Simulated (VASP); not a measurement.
# TePb (Pm-3m) in VASP: further runs

Runs on TePb. Level: PBE. Tasks: electric field gradients.

Everything below comes from runs of VASP 6.6.1. Logs are shortened: lines on timing, memory, paths and dates and some standing lists are left out, and cuts for length are marked.

### 1 The cell of the first run

Symmetry: Pm-3m, No. 221, cubic system. The conventional cell has a = 4.081 Å, b = 4.081 Å, c = 4.081 Å, α = 90.00°, β = 90.00°, γ = 90.00°. Te (site symmetry m-3m) has 8 Pb at 3.53 Å and 6 Te at 4.08 Å within 4.6 Å. Pb (site symmetry m-3m) has 8 Te at 3.53 Å and 6 Pb at 4.08 Å within 4.6 Å.

### 2 Electric field gradients, PBE (33.98 Å³/atom)

Contents of INCAR:

```
SYSTEM = TePb
ALGO     = Normal         ! electronic algorithm
EDIFF    = 1E-8           ! SCF threshold, eV
ENCUT    = 520            ! plane-wave cutoff, eV
GGA      = PE             ! functional
ISIF     = 2              ! what is computed and relaxed
ISMEAR   = -1             ! smearing method
LASPH    = .True.         ! aspherical terms in the spheres
LCHARG   = .False.        ! write CHGCAR
LEFG     = .True.       
LREAL    = .False.        ! projectors in reciprocal space
LWAVE    = .False.        ! write WAVECAR
NBANDS   = 17             ! bands
NELM     = 100            ! most SCF steps
PREC     = Accurate       ! precision mode
SIGMA    = 0.08           ! smearing width, eV
```

Contents of KPOINTS:

```
k-points
0
Gamma
  10 10 10
  0 0 0
```

Contents of POSCAR:

```
TePb
1.0
    4.0807831442      0.0000000000      0.0000000000
    0.0000000000      4.0807831442      0.0000000000
    0.0000000000      0.0000000000      4.0807831442
Te Pb
1 1
Direct
    0.5000000000      0.5000000000      0.5000000000
    0.0000000000      0.0000000000      0.0000000000
```

Potentials or basis: VASP PAW PBE potentials, release 64 (Te, Pb_d).

Launch:

```
$ cat potpaw_PBE.64/Te/POTCAR potpaw_PBE.64/Pb_d/POTCAR > POTCAR
$ mpirun -np 1 vasp_std > vasp.out
```

OUTCAR:

```text
SYSTEM = TePb
   EDIFF = 1E-8
   ENCUT = 520
   GGA = PE
   ISIF = 2
   ISMEAR = -1
   LASPH = .True.
   LREAL = .False.
   NELM = 100
   PREC = Accurate

 ion  position               nearest neighbor table
   1  0.500  0.500  0.500-   2 3.53   2 3.53   2 3.53   2 3.53   2 3.53   2 3.53   2 3.53   2 3.53

   2  0.000  0.000  0.000-   1 3.53   1 3.53   1 3.53   1 3.53   1 3.53   1 3.53   1 3.53   1 3.53

  LATTYP: Found a simple cubic cell.
 ALAT       =     4.0807831442

  Lattice vectors:

 A1 = (   4.0807831442,   0.0000000000,   0.0000000000)
 A2 = (   0.0000000000,   4.0807831442,   0.0000000000)
 A3 = (   0.0000000000,   0.0000000000,   4.0807831442)

Analysis of symmetry for initial positions (statically):
=====================================================================
 Subroutine PRICEL returns:
 Original cell was already a primitive cell.

 Routine SETGRP: Setting up the symmetry group for a
 simple cubic supercell.

 Subroutine GETGRP returns: Found 48 space group operations
 (whereof 48 operations were pure point group operations)
 out of a pool of 48 trial point group operations.

The static configuration has the point symmetry O_h .

Analysis of symmetry for dynamics (positions and initial velocities):
=====================================================================
 Subroutine PRICEL returns:
 Original cell was already a primitive cell.

 Routine SETGRP: Setting up the symmetry group for a
 simple cubic supercell.

 Subroutine GETGRP returns: Found 48 space group operations
 (whereof 48 operations were pure point group operations)
 out of a pool of 48 trial point group operations.

The dynamic configuration has the point symmetry O_h .

 Subroutine INISYM returns: Found 48 space group operations
 (whereof 48 operations are pure point group operations),
 and found     1 'primitive' translations

----------------------------------------------------------------------------------------

                                     Primitive cell

  volume of cell :      67.9564

  direct lattice vectors                    reciprocal lattice vectors
     4.080783144  0.000000000  0.000000000     0.245051002  0.000000000  0.000000000
     0.000000000  4.080783144  0.000000000     0.000000000  0.245051002  0.000000000
     0.000000000  0.000000000  4.080783144     0.000000000  0.000000000  0.245051002

  length of vectors
     4.080783144  4.080783144  4.080783144     0.245051002  0.245051002  0.245051002

  position of ions in fractional coordinates (direct lattice)
     0.500000000  0.500000000  0.500000000
     0.000000000  0.000000000  0.000000000

  ion indices of the primitive-cell ions
   primitive index   ion index
                 1           1
                 2           2

----------------------------------------------------------------------------------------

 KPOINTS: k-points

Automatic generation of k-mesh.
 Grid dimensions read from file:
 generate k-points for:   10   10   10

 Generating k-lattice:

  Cartesian coordinates                     Fractional coordinates (reciprocal lattice)
     0.024505100  0.000000000  0.000000000     0.100000000  0.000000000  0.000000000
     0.000000000  0.024505100  0.000000000     0.000000000  0.100000000  0.000000000
     0.000000000  0.000000000  0.024505100     0.000000000  0.000000000  0.100000000

  Length of vectors
     0.024505100  0.024505100  0.024505100

  Shift w.r.t. Gamma in fractional coordinates (k-lattice)
     0.000000000  0.000000000  0.000000000

 Subroutine IBZKPT returns following result:
 ===========================================

 Found     56 irreducible k-points:

 Following reciprocal coordinates:
            Coordinates               Weight
  0.000000  0.000000  0.000000      1.000000
  0.100000  0.000000  0.000000      6.000000
  0.200000  0.000000  0.000000      6.000000
  0.300000  0.000000  0.000000      6.000000
  0.400000  0.000000  0.000000      6.000000
  0.500000  0.000000  0.000000      3.000000
[... 16 lines left out ...]
  0.200000  0.100000  0.100000     24.000000
  0.300000  0.100000  0.100000     24.000000
 [... further k-points ...]
   k-points           NKPTS =     56   k-points in BZ     NKDIM =     56   number of bands    NBANDS=     17
   number of dos      NEDOS =    301   number of ions     NIONS =      2
   total plane-waves  NPLWV =  27000
   dimension x,y,z NGX =    30 NGY =   30 NGZ =   30
   dimension x,y,z NGXF=    60 NGYF=   60 NGZF=   60
   ions per type =               1   1
   NGX,Y,Z   is equivalent  to a cutoff of  12.22, 12.22, 12.22 a.u.
   NGXF,Y,Z  is equivalent  to a cutoff of  24.44, 24.44, 24.44 a.u.
 SYSTEM =  TePb
   PREC   = accura    normal or accurate (medium, high low for compatibility)
   ISTART =      0    job   : 0-new  1-cont  2-samecut
   ICHARG =      2    charge: 1-file 2-atom 10-const
   ISPIN  =      1    spin polarized calculation?
   LNONCOLLINEAR =      F non collinear calculations
   LSORBIT =      F    spin-orbit coupling
   LASPH  =      T    aspherical Exc in radial PAW
   ENCUT  =  520.0 eV  38.22 Ry    6.18 a.u.   7.59  7.59  7.59*2*pi/ulx,y,z
   NELM   =    100;   NELMIN=  2; NELMDL= -5     # of ELM steps
   EDIFF  = 0.1E-07   stopping-criterion for ELM
   LREAL  =      F    real-space projection
   EDIFFG = 0.1E-06   stopping-criterion for IOM
   NSW    =      0    number of steps for IOM
   IBRION =     -1    ionic relax: 0-MD 1-quasi-New 2-CG
   NFREE  =      0    steps in history (QN), initial steepest desc. (CG)
   ISIF   =      2    stress and relaxation
   ISYM   =      2    0-nonsym 1-usesym 2-fastsym
   POTIM  = 0.5000    time-step for ionic-motion
   TEBEG  =    0.0;   TEEND  =   0.0 temperature during run
   PSTRESS=    0.0 pullay stress
   NELECT =      20.0000    total number of electrons
   NUPDOWN=      -1.0000    fix difference up-down
   EMIN   =  10.00;   EMAX   =-10.00  energy-range for DOS
   EFERMI =   0.00;   METHOD = LEGACY
   ISMEAR =    -1;   SIGMA  =   0.08  broadening in eV -4-tet -1-fermi 0-gaus
   EFERMI_NEDOS =   21; number of points for ismear=-14 and -15
   IALGO  =     38    algorithm
   IMIX   =      4    mixing-type and parameters
     AMIX     =   0.40;   BMIX     =  1.00
     AMIX_MAG =   1.60;   BMIX_MAG =  1.00
  volume/ion in A,a.u.               =      33.98       229.30
  Fermi-wavevector in a.u.,A,eV,Ry     =   1.088950  2.057817 16.133956  1.185812
  Thomas-Fermi vector in A             =   2.225143
   LORBIT       =      0    0 simple, 1 ext, 2 COOP (PROOUT), +10 PAW based schemes
   GGA     = PE    functional components
   LHFCALC =     F    Hartree Fock is set to
   AEXX    =    0.0000 exact exchange contribution
   IVDW    =     0    specifies the selected vdW correction
   LEPSILON=     F    determine dielectric tensor
   LRPA    =     F    only Hartree local field effects (RPA)
 non-spin polarized calculation
  energy-cutoff  :      520.00
  volume of cell :       67.96
 maximum number of plane-waves:      1856
   NGX = 15   NGY = 15   NGZ = 15

 number of electron      19.9999998 magnetization

 Free energy of the ion-electron system (eV)
  ---------------------------------------------------
  ext. energy  EPLUGINS =         0.00000000
  ---------------------------------------------------
  free energy    TOTEN  =        -7.04875153 eV

  energy without entropy =       -7.02305234  energy(sigma->0) =       -7.03590194

 E-fermi :   5.6872     XC(G=0):  -9.4217

 val. band max:        5.6145867173   @ k =   0.5000   0.3000   0.3000
 cond. band min:       5.6959001243   @ k =   0.5000   0.2000   0.0000
 fundamental gap:      0.0813134071
 Fermi energy:         5.6871963481

 k-point     1 :       0.0000    0.0000    0.0000
  band No.  band energies     occupation
      1     -11.4322      2.00000
      2     -11.4322      2.00000
      3     -11.3636      2.00000
      4     -11.3636      2.00000
      5     -11.3636      2.00000
      6      -6.0661      2.00000
[... 9 lines left out ...]
     16      14.9890      0.00000
     17      16.5166      0.00000

 k-point     2 :       0.1000    0.0000    0.0000
  band No.  band energies     occupation
      1     -11.4319      2.00000
      2     -11.4268      2.00000
      3     -11.3655      2.00000
      4     -11.3655      2.00000
      5     -11.3634      2.00000
      6      -5.9930      2.00000
[... 9 lines left out ...]
     16      15.5521      0.00000
     17      16.0988      0.00000
[... 421 lines left out ...]
 k-point    24 :       0.3000    0.1000    0.1000
  band No.  band energies     occupation
      1     -11.4223      2.00000
      2     -11.3921      2.00000
      3     -11.3796      2.00000
      4     -11.3783      2.00000
      5     -11.3661      2.00000
      6      -5.3189      2.00000
[... 9 lines left out ...]
     16      14.3164      0.00000
     17      14.4254      0.00000

 [... further k-points ...]
[... 5 lines left out ...]
  --------------------------------------------------------------------------------------
  -------------------------------------------------------------------------------------
  Total       -0.9726837     -0.9726837     -0.9726837     -0.0000000     -0.0000000      0.0000000
  in kB      -22.9325139    -22.9325139    -22.9325139     -0.0000000     -0.0000000      0.0000000
  external PRESSURE =     -22.9325139 kB  Pullay stress =       0.0000000 kB

 VOLUME and BASIS-vectors are now :
 -----------------------------------------------------------------------------
  energy-cutoff  :      520.00
  volume of cell :       67.96
      direct lattice vectors                 reciprocal lattice vectors
     4.080783144  0.000000000  0.000000000     0.245051002  0.000000000  0.000000000
     0.000000000  4.080783144  0.000000000     0.000000000  0.245051002  0.000000000
     0.000000000  0.000000000  4.080783144     0.000000000  0.000000000  0.245051002

 POSITION                                       TOTAL-FORCE (eV/Angst)
 -----------------------------------------------------------------------------------
      2.04039      2.04039      2.04039         0.000000      0.000000      0.000000
      0.00000      0.00000      0.00000         0.000000      0.000000      0.000000
 -----------------------------------------------------------------------------------
    total drift:                                0.000000     -0.000000     -0.000000

  FREE ENERGIE OF THE ION-ELECTRON SYSTEM (eV)
  ---------------------------------------------------
  free  energy   TOTEN  =        -7.0487515292 eV

  energy  without entropy=       -7.0230523448  energy(sigma->0) =       -7.03590194

 Electric field gradients (V/A^2)
---------------------------------------------------------------------
 ion       V_xx      V_yy      V_zz      V_xy      V_xz      V_yz
---------------------------------------------------------------------
   1       0.000     0.000    -0.000     0.000     0.000    -0.000
   2      -0.000    -0.000     0.000     0.000     0.000     0.000
---------------------------------------------------------------------

 Electric field gradients after diagonalization (V/A^2)
 (convention: |V_zz| > |V_xx| > |V_yy|)
----------------------------------------------------------------------
 ion       V_xx      V_yy      V_zz     asymmetry (V_yy - V_xx)/ V_zz
----------------------------------------------------------------------
   1       0.000     0.000    -0.000       0.122
   2      -0.000    -0.000     0.000       0.140
----------------------------------------------------------------------

           NMR quadrupolar parameters

 Cq : quadrupolar parameter    Cq=e*Q*V_zz/h
 eta: asymmetry parameters     (V_yy - V_xx)/ V_zz
 Q  : nuclear electric quadrupole moment in mb (millibarn)
----------------------------------------------------------------------
 ion       Cq(MHz)       eta       Q (mb)
----------------------------------------------------------------------
   1      -0.000       0.122       1.000
   2       0.000       0.140       1.000
----------------------------------------------------------------------
```

It took 1.7 min on 1 thread of Intel Xeon 8259CL, shared host; peak memory 0.21 GiB.

What came out:

* Free energy: -7.0488 eV
* Pressure: -2.3 GPa
* Band gap on the k mesh: zero (bands 10 and 11 overlap by 1.07 eV)
* Largest electric field gradient by atom: zero within the noise of the run

Levels at points of the mesh, in eV from the Fermi level:
```csv
k point,band 8,band 9,band 10,band 11,band 12,band 13
"(0.00, 0.00, 0.00)",-1.39,-1.39,-1.39,4.15,4.15,4.92
"(0.50, 0.00, 0.00)",-0.82,-0.10,-0.10,0.18,2.31,2.31
"(0.50, 0.50, 0.00)",-4.02,-4.02,0.25,3.38,3.57,3.57
"(0.50, 0.50, 0.50)",-2.24,-2.24,-2.24,-0.82,-0.82,-0.82
```

Caveat: spin-orbit coupling is left out, which moves the levels of the heavy elements.

### 3 Electric field gradients, PBE (33.98 Å³/atom)

Contents of INCAR:

```
ALGO = Normal
EDIFF = 1E-8
ENCUT = 520
GGA = PE
ISIF = 2
ISMEAR = -1
LASPH = True
LCHARG = False
LEFG = True
LREAL = False
LWAVE = False
NBANDS = 17
NELM = 100
PREC = Accurate
SIGMA = 0.08
```

Contents of KPOINTS:

```
k-points
0
Gamma
  10 10 10
```

POSCAR is that of step 2.

Potentials or basis: VASP PAW PBE potentials, release 64 (Te, Pb_d).

Launch:

```
$ cat potpaw_PBE.64/Te/POTCAR potpaw_PBE.64/Pb_d/POTCAR > POTCAR
$ mpirun -np 1 vasp_std > vasp.out
```

OUTCAR:

```text
EDIFF = 1E-8
   ENCUT = 520
   GGA = PE
   ISIF = 2
   ISMEAR = -1
   LASPH = True
   LREAL = False
   NELM = 100
   PREC = Accurate

 ion  position               nearest neighbor table
   1  0.500  0.500  0.500-   2 3.53   2 3.53   2 3.53   2 3.53   2 3.53   2 3.53   2 3.53   2 3.53

   2  0.000  0.000  0.000-   1 3.53   1 3.53   1 3.53   1 3.53   1 3.53   1 3.53   1 3.53   1 3.53

  LATTYP: Found a simple cubic cell.
 ALAT       =     4.0807831442

  Lattice vectors:

 A1 = (   4.0807831442,   0.0000000000,   0.0000000000)
 A2 = (   0.0000000000,   4.0807831442,   0.0000000000)
 A3 = (   0.0000000000,   0.0000000000,   4.0807831442)

Analysis of symmetry for initial positions (statically):
=====================================================================
 Subroutine PRICEL returns:
 Original cell was already a primitive cell.

 Routine SETGRP: Setting up the symmetry group for a
 simple cubic supercell.

 Subroutine GETGRP returns: Found 48 space group operations
 (whereof 48 operations were pure point group operations)
 out of a pool of 48 trial point group operations.

The static configuration has the point symmetry O_h .

Analysis of symmetry for dynamics (positions and initial velocities):
=====================================================================
 Subroutine PRICEL returns:
 Original cell was already a primitive cell.

 Routine SETGRP: Setting up the symmetry group for a
 simple cubic supercell.

 Subroutine GETGRP returns: Found 48 space group operations
 (whereof 48 operations were pure point group operations)
 out of a pool of 48 trial point group operations.

The dynamic configuration has the point symmetry O_h .

 Subroutine INISYM returns: Found 48 space group operations
[... 149 lines left out ...]
 Fermi energy:         5.6871963481

 k-point     1 :       0.0000    0.0000    0.0000
  band No.  band energies     occupation
      1     -11.4322      2.00000
      2     -11.4322      2.00000
      3     -11.3636      2.00000
      4     -11.3636      2.00000
      5     -11.3636      2.00000
      6      -6.0661      2.00000
[... 457 lines left out ...]
      4     -11.3783      2.00000
      5     -11.3661      2.00000
      6      -5.3189      2.00000
[... 9 lines left out ...]
     16      14.3164      0.00000
     17      14.4254      0.00000

 [... further k-points ...]
[... 5 lines left out ...]
  --------------------------------------------------------------------------------------
  -------------------------------------------------------------------------------------
  Total       -0.9726837     -0.9726837     -0.9726837     -0.0000000     -0.0000000      0.0000000
  in kB      -22.9325139    -22.9325139    -22.9325139     -0.0000000     -0.0000000      0.0000000
  external PRESSURE =     -22.9325139 kB  Pullay stress =       0.0000000 kB

 VOLUME and BASIS-vectors are now :
 -----------------------------------------------------------------------------
  energy-cutoff  :      520.00
  volume of cell :       67.96
      direct lattice vectors                 reciprocal lattice vectors
     4.080783144  0.000000000  0.000000000     0.245051002  0.000000000  0.000000000
     0.000000000  4.080783144  0.000000000     0.000000000  0.245051002  0.000000000
     0.000000000  0.000000000  4.080783144     0.000000000  0.000000000  0.245051002

 POSITION                                       TOTAL-FORCE (eV/Angst)
 -----------------------------------------------------------------------------------
      2.04039      2.04039      2.04039         0.000000      0.000000      0.000000
      0.00000      0.00000      0.00000         0.000000      0.000000      0.000000
 -----------------------------------------------------------------------------------
    total drift:                                0.000000     -0.000000     -0.000000

  FREE ENERGIE OF THE ION-ELECTRON SYSTEM (eV)
  ---------------------------------------------------
  free  energy   TOTEN  =        -7.0487515292 eV

  energy  without entropy=       -7.0230523448  energy(sigma->0) =       -7.03590194

 Electric field gradients (V/A^2)
---------------------------------------------------------------------
 ion       V_xx      V_yy      V_zz      V_xy      V_xz      V_yz
---------------------------------------------------------------------
   1       0.000     0.000    -0.000     0.000     0.000    -0.000
   2      -0.000    -0.000     0.000     0.000     0.000     0.000
---------------------------------------------------------------------

 Electric field gradients after diagonalization (V/A^2)
 (convention: |V_zz| > |V_xx| > |V_yy|)
----------------------------------------------------------------------
 ion       V_xx      V_yy      V_zz     asymmetry (V_yy - V_xx)/ V_zz
----------------------------------------------------------------------
   1       0.000     0.000    -0.000       0.122
   2      -0.000    -0.000     0.000       0.140
----------------------------------------------------------------------

           NMR quadrupolar parameters

 Cq : quadrupolar parameter    Cq=e*Q*V_zz/h
 eta: asymmetry parameters     (V_yy - V_xx)/ V_zz
 Q  : nuclear electric quadrupole moment in mb (millibarn)
----------------------------------------------------------------------
 ion       Cq(MHz)       eta       Q (mb)
----------------------------------------------------------------------
   1      -0.000       0.122       1.000
   2       0.000       0.140       1.000
----------------------------------------------------------------------
```

Run time: 90 s. Hardware: 1 thread of Intel Xeon 8259CL, shared host; peak memory 0.21 GiB.

Results:

| Quantity | Value |
| --- | --- |
| Free energy | -7.0488 eV |
| Pressure | -2.3 GPa |
| Band gap on the k mesh | zero (bands 10 and 11 overlap by 1.07 eV) |
| Largest electric field gradient by atom | zero within the noise of the run |

Caveat: spin-orbit coupling is left out, which moves the levels of the heavy elements.
